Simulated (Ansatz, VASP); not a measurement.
## FeSi in VASP and in Ansatz

```xyz
8
Lattice="4.4486 0.0000 0.0000 0.0000 4.4486 0.0000 0.0000 0.0000 4.4486" Properties=species:S:1:pos:R:3 pbc="T T T"
Fe    0.6027    0.6027    0.6027
Fe    1.6216    3.8459    2.8270
Fe    2.8270    1.6216    3.8459
Fe    3.8459    2.8270    1.6216
Si    3.7410    3.7410    3.7410
Si    2.9320    0.7076    1.5167
Si    1.5167    2.9320    0.7076
Si    0.7076    1.5167    2.9320
```

Alike in both runs: functional PBE; k mesh 4 × 4 × 4; occupations gaussian, width 0.1 eV; no spin polarisation.

Ansatz relaxed the structure, and its values are those at the end. VASP's run is a single point on that final structure, the one shown.

|  | VASP | Ansatz |
| --- | --- | --- |
| version | VASP 6.6.1 | Ansatz 0.2.0 |
| potentials or method | VASP PAW PBE potentials, release 64 (Fe, Si), cutoff 520 eV | scalar-relativistic, plane waves, PAW |
| valence electrons in the cell | 48 | 80 |

VASP gave:

* gap on the k mesh at the Fermi level (eV): 0.17
* least direct gap on the mesh (eV): 0.20
* pressure (GPa): 0.2
* rms of the force components (eV/Å): 0.039

Problem. Which values does Ansatz return?

Solution. gap on the k mesh at the Fermi level (eV): 0.18; least direct gap on the mesh (eV): 0.21; pressure (GPa): 0.0; rms of the force components (eV/Å): 0.025.

VASP's potentials hold 48 valence electrons a cell and Ansatz's 80, so a difference there can come from the potentials and not from the codes.
